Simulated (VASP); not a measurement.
As:

```
As
1.0
    -1.66011    1.66011    1.66011
     1.66011   -1.66011    1.66011
     1.66011    1.66011   -1.66011
As
1
Cartesian
  0.0000 0.0000 0.0000
```

```yaml
Program: VASP 6.6.1
Task: relaxation of cell and atoms
Functional: revPBE
Potentials_or_basis: VASP PAW PBE potentials, release 64 (As)
Cutoff: 600 eV
k_mesh: 13 × 13 × 13
Occupations: fermi-dirac, width 0.1 eV
Spin: no spin polarisation
```

At the start: pressure 4.6 GPa; volume 18.30 Å³/atom.

**Question.** How do energy, volume and symmetry change on relaxing?

**Answer.** Over 3 steps the energy falls by 14.1 meV/atom and the volume is 19.32 Å³/atom (+5.6 %); space group Im-3m (No. 229, to 0.05 Å).

Step by step:
```
step  energy change (eV)  largest force (eV/Å)  pressure (GPa)  volume (Å³)
   1              0.0000                0.0000            4.63        18.30
   2             -0.0121                0.0000           -1.55        19.74
   3             -0.0141                0.0000           -0.01        19.32
```

Final structure:
```cif
data_structure
_symmetry_space_group_name_H-M 'P 1'
_symmetry_Int_Tables_number 1
_cell_length_a 2.9279
_cell_length_b 2.9279
_cell_length_c 2.9279
_cell_angle_alpha 109.471
_cell_angle_beta 109.471
_cell_angle_gamma 109.471
_cell_volume 19.32
loop_
_atom_site_label
_atom_site_type_symbol
_atom_site_fract_x
_atom_site_fract_y
_atom_site_fract_z
_atom_site_occupancy
As1 As 0.00000 0.00000 0.00000 1
```

Caveat: the PAW data sets were made with another functional, which shifts forces and pressure a little.
